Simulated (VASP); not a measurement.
# Fe2O3 (R-3c) in VASP: relaxation of shape and atoms at fixed volume with PBE

Aim: the relaxation of shape and atoms at fixed volume of Fe2O3 with PBE.

Everything below comes from runs of VASP 6.6.1. Logs are shortened: lines on timing, memory, paths and dates and some standing lists are left out, and cuts for length are marked.

## Step 1: The cell of the first run

The structure is trigonal, space group R-3c (No. 167). The conventional cell has a = 4.805 Å, b = 4.805 Å, c = 13.392 Å, α = 90.00°, β = 90.00°, γ = 120.00°. Within 2.6 Å of Fe (site symmetry 3) lie 6 O at 1.91 to 1.97 Å and 1 Fe at 2.56 Å. O (site symmetry 2) has 4 Fe at 1.91 to 1.97 Å within 2.5 Å.

## Step 2: Relaxation of shape and atoms at fixed volume, PBE, collinear spin, ferromagnetic start (8.92 Å³/atom)

File INCAR:

```
SYSTEM = Fe2O3
PREC = Accurate
ENCUT = 600
EDIFF = 1E-6
ISMEAR = 0
SIGMA = 0.05
LREAL = .False.
LASPH = .True.
NELM = 150
ALGO = Fast
ISIF = 4
LWAVE = .False.
LCHARG = .False.
ISPIN = 2
MAGMOM = 0.95 0.95 0.95 0.95 0 0 0 0 0 0
LORBIT = 11
LMAXMIX = 4
GGA = PE
IBRION = 2
NSW = 60
EDIFFG = -0.01
KPAR = 4
```

File KPOINTS:

```
regular mesh
0
Gamma
  6 6 6
  0 0 0
```

File POSCAR:

```
Fe2O3
1.0
    2.4023079810      1.3869731595      4.4639071793
   -2.4023079810      1.3869731595      4.4639071793
    0.0000000000     -2.7739463190      4.4639071793
Fe O
4 6
Direct
    0.3454541917      0.3454541917      0.3454541917
    0.1545458083      0.1545458083      0.1545458083
    0.6545458083      0.6545458083      0.6545458083
    0.8454541917      0.8454541917      0.8454541917
    0.5632180984      0.9367819016      0.2500000000
    0.2500000000      0.5632180984      0.9367819016
    0.9367819016      0.2500000000      0.5632180984
    0.4367819016      0.0632180984      0.7500000000
    0.7500000000      0.4367819016      0.0632180984
    0.0632180984      0.7500000000      0.4367819016
```

Potentials or basis: VASP PAW PBE potentials, release 64 (Fe, O).

The run is started by

```bash
cat potpaw_PBE.64/Fe/POTCAR potpaw_PBE.64/O/POTCAR > POTCAR
mpirun -np 4 vasp_std > vasp.out
```

OUTCAR:

```text
SYSTEM = Fe2O3
   PREC = Accurate
   ENCUT = 600
   EDIFF = 1E-6
   ISMEAR = 0
   LREAL = .False.
   LASPH = .True.
   NELM = 150
   ISIF = 4
   ISPIN = 2
   LORBIT = 11
   GGA = PE
   IBRION = 2
   NSW = 60
   EDIFFG = -0.01

 ion  position               nearest neighbor table
   1  0.345  0.345  0.345-   9 1.91   8 1.91  10 1.91   7 1.97   6 1.97   5 1.97   2 2.56   3 2.79
                             3 2.79   3 2.79
   2  0.155  0.155  0.155-  10 1.91   8 1.91   9 1.91   7 1.97   6 1.97   5 1.97   1 2.56   4 2.79
                             4 2.79   4 2.79
   3  0.655  0.655  0.655-   6 1.91   5 1.91   7 1.91   9 1.97  10 1.97   8 1.97   4 2.56   1 2.79
                             1 2.79   1 2.79
   4  0.845  0.845  0.845-   7 1.91   5 1.91   6 1.91   9 1.97  10 1.97   8 1.97   3 2.56   2 2.79
                             2 2.79   2 2.79
   5  0.563  0.937  0.250-   3 1.91   4 1.91   1 1.97   2 1.97
   6  0.250  0.563  0.937-   3 1.91   4 1.91   1 1.97   2 1.97
   7  0.937  0.250  0.563-   4 1.91   3 1.91   1 1.97   2 1.97
   8  0.437  0.063  0.750-   1 1.91   2 1.91   3 1.97   4 1.97
   9  0.750  0.437  0.063-   1 1.91   2 1.91   3 1.97   4 1.97
  10  0.063  0.750  0.437-   2 1.91   1 1.91   3 1.97   4 1.97

  LATTYP: Found a trigonal (rhomboedric) cell.
 ALAT       =     5.2555918302
 COS(alpha) =     0.5821271971

  Lattice vectors:

 A1 = (   2.4023079810,   1.3869731595,   4.4639071793)
 A2 = (  -2.4023079810,   1.3869731595,   4.4639071793)
 A3 = (   0.0000000000,  -2.7739463190,   4.4639071793)

Analysis of symmetry for initial positions (statically):
=====================================================================
 Subroutine PRICEL returns:
 Original cell was already a primitive cell.

 Routine SETGRP: Setting up the symmetry group for a
 trigonal (rhombohedral) supercell.

 Subroutine GETGRP returns: Found 12 space group operations
 (whereof  6 operations were pure point group operations)
 out of a pool of 12 trial point group operations.

The static configuration has the point symmetry S_6 .
 The point group associated with its full space group is D_3d.

Analysis of symmetry for dynamics (positions and initial velocities):
=====================================================================
 Subroutine PRICEL returns:
 Original cell was already a primitive cell.

 Routine SETGRP: Setting up the symmetry group for a
 trigonal (rhombohedral) supercell.

 Subroutine GETGRP returns: Found 12 space group operations
 (whereof  6 operations were pure point group operations)
 out of a pool of 12 trial point group operations.

The dynamic configuration has the point symmetry S_6 .
 The point group associated with its full space group is D_3d.

Analysis of structural, dynamic, and magnetic symmetry:
=====================================================================
 Subroutine PRICEL returns:
 Original cell was already a primitive cell.

 Routine SETGRP: Setting up the symmetry group for a
 trigonal (rhombohedral) supercell.

 Subroutine GETGRP returns: Found 12 space group operations
 (whereof  6 operations were pure point group operations)
 out of a pool of 12 trial point group operations.

The overall configuration has the point symmetry S_6 .
 The point group associated with its full space group is D_3d.

 Subroutine INISYM returns: Found 12 space group operations
 (whereof  6 operations are pure point group operations),
 and found     1 'primitive' translations

----------------------------------------------------------------------------------------

                                     Primitive cell

  volume of cell :      89.2407

  direct lattice vectors                    reciprocal lattice vectors
     2.402307981  1.386973160  4.463907179     0.208133180  0.120165748  0.074672998
    -2.402307981  1.386973160  4.463907179    -0.208133180  0.120165748  0.074672998
     0.000000000 -2.773946319  4.463907179     0.000000000 -0.240331495  0.074672998

  length of vectors
     5.255591830  5.255591830  5.255591830     0.251665024  0.251665024  0.251665024

  position of ions in fractional coordinates (direct lattice)
     0.345454192  0.345454192  0.345454192
     0.154545808  0.154545808  0.154545808
[... 50 lines left out ...]
  0.000000  0.000000  0.000000      1.000000
  0.166667 -0.000000 -0.000000      6.000000
  0.333333 -0.000000 -0.000000      6.000000
  0.500000 -0.000000 -0.000000      3.000000
  0.166667  0.166667 -0.000000      6.000000
  0.333333  0.166667 -0.000000     12.000000
[... 16 lines left out ...]
  0.500000  0.500000  0.166667      6.000000
 -0.333333  0.500000  0.166667     12.000000
 [... further k-points ...]
   k-points           NKPTS =     32   k-points in BZ     NKDIM =     32   number of bands    NBANDS=     42
   number of dos      NEDOS =    301   number of ions     NIONS =     10
   total plane-waves  NPLWV =  74088
   dimension x,y,z NGX =    42 NGY =   42 NGZ =   42
   dimension x,y,z NGXF=    84 NGYF=   84 NGZF=   84
   ions per type =               4   6
   NGX,Y,Z   is equivalent  to a cutoff of  13.29, 13.29, 13.29 a.u.
   NGXF,Y,Z  is equivalent  to a cutoff of  26.57, 26.57, 26.57 a.u.
 SYSTEM =  Fe2O3
   PREC   = accura    normal or accurate (medium, high low for compatibility)
   ISTART =      0    job   : 0-new  1-cont  2-samecut
   ICHARG =      2    charge: 1-file 2-atom 10-const
   ISPIN  =      2    spin polarized calculation?
   LNONCOLLINEAR =      F non collinear calculations
   LSORBIT =      F    spin-orbit coupling
   LASPH  =      T    aspherical Exc in radial PAW
   ENCUT  =  600.0 eV  44.10 Ry    6.64 a.u.  10.50 10.50 10.50*2*pi/ulx,y,z
   NELM   =    150;   NELMIN=  2; NELMDL= -5     # of ELM steps
   EDIFF  = 0.1E-05   stopping-criterion for ELM
   LREAL  =      F    real-space projection
   EDIFFG = -.1E-01   stopping-criterion for IOM
   NSW    =     60    number of steps for IOM
   IBRION =      2    ionic relax: 0-MD 1-quasi-New 2-CG
   NFREE  =      1    steps in history (QN), initial steepest desc. (CG)
   ISIF   =      4    stress and relaxation
   ISYM   =      2    0-nonsym 1-usesym 2-fastsym
   POTIM  = 0.5000    time-step for ionic-motion
   TEBEG  =    0.0;   TEEND  =   0.0 temperature during run
   PSTRESS=    0.0 pullay stress
   NELECT =      68.0000    total number of electrons
   NUPDOWN=      -1.0000    fix difference up-down
   EMIN   =  10.00;   EMAX   =-10.00  energy-range for DOS
   EFERMI =   0.00;   METHOD = LEGACY
   ISMEAR =     0;   SIGMA  =   0.05  broadening in eV -4-tet -1-fermi 0-gaus
   EFERMI_NEDOS =   21; number of points for ismear=-14 and -15
   IALGO  =     68    algorithm
   IMIX   =      4    mixing-type and parameters
     AMIX     =   0.40;   BMIX     =  1.00
     AMIX_MAG =   1.60;   BMIX_MAG =  1.00
  volume/ion in A,a.u.               =       8.92        60.22
  Fermi-wavevector in a.u.,A,eV,Ry     =   1.495283  2.825675 30.420879  2.235871
  Thomas-Fermi vector in A             =   2.607448
   LORBIT       =     11    0 simple, 1 ext, 2 COOP (PROOUT), +10 PAW based schemes
   GGA     = PE    functional components
   LHFCALC =     F    Hartree Fock is set to
   AEXX    =    0.0000 exact exchange contribution
   IVDW    =     0    specifies the selected vdW correction
   LEPSILON=     F    determine dielectric tensor
   LRPA    =     F    only Hartree local field effects (RPA)
 conjugate gradient relaxation of ions
 spin polarized calculation
 RMM-DIIS sequential band-by-band and
 Gauss-broadening in eV      SIGMA  =   0.05
  energy-cutoff  :      600.00
  volume of cell :       89.24
 maximum number of plane-waves:      3006
 NGX is ok and might be reduce to    42
   NGX = 21   NGY = 21   NGZ = 21

--------------------------------------- Ionic step        1  -------------------------------------------

 number of electron      68.0000009 magnetization       4.0000000

 Free energy of the ion-electron system (eV)
  ---------------------------------------------------
  ext. energy  EPLUGINS =         0.00000000
  ---------------------------------------------------
  free energy    TOTEN  =       -74.62464929 eV

  energy without entropy =      -74.60988775  energy(sigma->0) =      -74.61726852

------------------------ aborting loop because EDIFF is reached ----------------------------------------

  FORCE on cell =-STRESS in cart. coord.  units (eV):
  Direction    XX          YY          ZZ          XY          YZ          ZX
  --------------------------------------------------------------------------------------
  -------------------------------------------------------------------------------------
  Total       -2.0882379     -2.0882379     -2.1626735      0.0000000     -0.0000000      0.0000000
  in kB      -37.4910326    -37.4910326    -38.8274073      0.0000000     -0.0000000      0.0000000
  external PRESSURE =     -37.9364908 kB  Pullay stress =       0.0000000 kB
[... 119 lines left out ...]
--------------------------------------- Ionic step        4  -------------------------------------------

 number of electron      68.0000013 magnetization       4.0000002

 Free energy of the ion-electron system (eV)
  ---------------------------------------------------
  ext. energy  EPLUGINS =         0.00000000
  ---------------------------------------------------
  free energy    TOTEN  =       -74.62514513 eV

  energy without entropy =      -74.61027731  energy(sigma->0) =      -74.61771122

 E-fermi :   5.3470     XC(G=0): -12.3178

 val. band max:        5.3402590618   @ k =  -0.3333  -0.3333   0.1667
 cond. band min:       5.3529230207   @ k =   0.5000   0.3333   0.1667
 fundamental gap:      0.0126639590
 Fermi energy:         5.3469557911

 spin component 1

 k-point     1 :       0.0000    0.0000    0.0000
  band No.  band energies     occupation
      1     -15.6321      1.00000
      2     -13.8140      1.00000
      3     -13.7742      1.00000
      4     -13.7742      1.00000
      5     -13.6456      1.00000
      6     -13.6456      1.00000
[... 1069 lines left out ...]
     41       6.7404      0.00000
     42       7.1869      0.00000

 [... further k-points ...]

 spin component 2

 k-point     1 :       0.0000    0.0000    0.0000
  band No.  band energies     occupation
      1     -15.5740      1.00000
      2     -13.7608      1.00000
      3     -13.7163      1.00000
      4     -13.7163      1.00000
      5     -13.5905      1.00000
      6     -13.5905      1.00000
[... 1108 lines left out ...]
  FREE ENERGIE OF THE ION-ELECTRON SYSTEM (eV)
  ---------------------------------------------------
  free  energy   TOTEN  =       -74.6251451294 eV

  energy  without entropy=      -74.6102773063  energy(sigma->0) =      -74.61771122

 reached required accuracy - stopping structural energy minimisation

 total charge

# of ion       s       p       d       tot
------------------------------------------
    1        0.399   0.629   6.280   7.308
    2        0.399   0.629   6.280   7.308
    3        0.399   0.629   6.280   7.308
    4        0.399   0.629   6.280   7.308
    5        1.558   3.442   0.000   5.000
    6        1.558   3.442   0.000   5.000
    7        1.558   3.442   0.000   5.000
    8        1.558   3.442   0.000   5.000
    9        1.558   3.442   0.000   5.000
   10        1.558   3.442   0.000   5.000
--------------------------------------------------
tot         10.943  23.169  25.120  59.232

 magnetization (x)

# of ion       s       p       d       tot
------------------------------------------
    1        0.007   0.009   0.932   0.948
    2        0.007   0.009   0.932   0.948
    3        0.007   0.009   0.932   0.948
    4        0.007   0.009   0.932   0.948
    5        0.000   0.025   0.000   0.025
    6        0.000   0.025   0.000   0.025
    7        0.000   0.025   0.000   0.025
    8        0.000   0.025   0.000   0.025
    9        0.000   0.025   0.000   0.025
   10        0.000   0.025   0.000   0.025
--------------------------------------------------
tot          0.028   0.187   3.727   3.942
```

Wall time 4.6 min (4 MPI ranks of Oxide Virtual Turin-like, shared host); peak memory 0.44 GiB.

Results:

| Item | Value |
| --- | --- |
| Free energy | -74.6251 eV |
| Energy gained by relaxing | 0.0 meV/atom |
| Ionic steps | 4 |
| Pressure after relaxing | -3.7 GPa |
| Band gap on the k mesh | zero (filled and empty bands overlap) |
| Net moment | 4.00 μB per cell |
| Site moments | Fe +0.95; O +0.03 μB |
| Valence electrons inside the program's atomic spheres | Fe 7.31; O 5.00 |

The path:
| step | energy change (eV) | largest force (eV/Å) | pressure (GPa) | volume (Å³) |
| --- | --- | --- | --- | --- |
| 1 | 0.0000 | 0.0424 | -3.79 | 89.24 |
| 2 | -0.0004 | 0.0146 | -3.73 | 89.24 |
| 3 | -0.0004 | 0.0143 | -3.68 | 89.24 |
| 4 | -0.0005 | 0.0017 | -3.67 | 89.24 |

Final structure:
```
CELL_PARAMETERS angstrom
2.40314 1.38745 4.46082
-2.40314 1.38745 4.46082
0.00000 -2.77491 4.46082
ATOMIC_POSITIONS crystal
Fe 0.34560 0.34560 0.34560
Fe 0.15440 0.15440 0.15440
Fe 0.65440 0.65440 0.65440
Fe 0.84560 0.84560 0.84560
O 0.56257 0.93743 0.25000
O 0.25000 0.56257 0.93743
O 0.93743 0.25000 0.56257
O 0.43743 0.06257 0.75000
O 0.75000 0.43743 0.06257
O 0.06257 0.75000 0.43743
```

Caveat: semilocal functionals often make such compounds metallic where correlation or magnetic order opens a gap, which also shifts bond lengths; the run started ferromagnetic, and an antiferromagnetic order may lie lower in energy.
